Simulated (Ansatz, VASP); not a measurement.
Mo in VASP and in Ansatz

POSCAR

```
Mo
1.0
    0.0000000000      1.8462645591      2.4001439268
    1.8462645591      0.0000000000      2.4001439268
    1.8462645591      1.8462645591      0.0000000000
Mo
1
Direct
    0.0000000000      0.0000000000      0.0000000000
```

File INCAR.step1:

```
PREC     = Accurate       # precision mode
ENCUT    = 520            # plane-wave cutoff, eV
ISMEAR   = 0              # smearing method
SIGMA    = 0.15           # smearing width, eV
LREAL    = F              # projectors in reciprocal space
LASPH    = T              # aspherical terms in the spheres
NELM     = 100            # most SCF steps
NBANDS   = 13             # bands
GGA      = PE             # functional
ALGO     = Normal         # electronic algorithm
EDIFF    = 1E-4           # SCF threshold, eV
LWAVE    = T              # write WAVECAR
LCHARG   = F              # write CHGCAR
```

File INCAR.step2:

```
PREC     = Accurate       # precision mode
ENCUT    = 520            # plane-wave cutoff, eV
EDIFF    = 1E-7           # SCF threshold, eV
ISMEAR   = 0              # smearing method
SIGMA    = 0.15           # smearing width, eV
LREAL    = F              # projectors in reciprocal space
LASPH    = T              # aspherical terms in the spheres
NELM     = 100            # most SCF steps
ALGO     = Normal         # electronic algorithm
ISIF     = 2              # what is computed and relaxed
LWAVE    = F              # write WAVECAR
LCHARG   = F              # write CHGCAR
METAGGA  = R2SCAN         # meta-GGA
LMIXTAU  = T            
NBANDS   = 13             # bands
ISTART   = 1
```

Contents of KPOINTS:

```
Automatic mesh
0
Gamma
  22 22 22
```

Input for Ansatz:

```yaml
crystal:
  lattice:
    - [0.0, 1.8462645591, 2.4001439268]
    - [1.8462645591, 0.0, 2.4001439268]
    - [1.8462645591, 1.8462645591, 0.0]
  atoms:
    - { symbol: Mo, position: [0.0, 0.0, 0.0] }
basis:
  ecutwfc: 500
kpoints:
  mp_grid: { grid: [22, 22, 22] }
hamiltonian:
  xc: r2scan
scf:
  occupations: { method: gaussian, width: 0.15 }
output:
  forces: true
  stress: true
  eigenvalues: true
```

Alike in both runs: task single point; functional r2SCAN; k mesh 22 × 22 × 22; occupations gaussian, width 0.15 eV; no spin polarisation.

```csv
,VASP,Ansatz
version,VASP 6.6.1,Ansatz 0.2.0
potentials or method,"VASP PAW PBE potentials, release 64 (Mo_sv), cutoff 520 eV","scalar-relativistic, plane waves, PAW"
valence electrons in the cell,14,14
```

Ansatz gave:

```
gap on the k mesh at the Fermi level (eV)                     : none
pressure (GPa)                                                : -4.9
traceless stress, the component that is largest in VASP (GPa) : -4.80
```

Question: What did VASP give for the same quantities?

Answer: gap on the k mesh at the Fermi level (eV): none; pressure (GPa): -3.9; traceless stress, the component that is largest in VASP (GPa): -5.04.

VASP's potentials were made for PBE, not for r2SCAN. A gap of «none» marks a metal or a gap that the smearing closes.
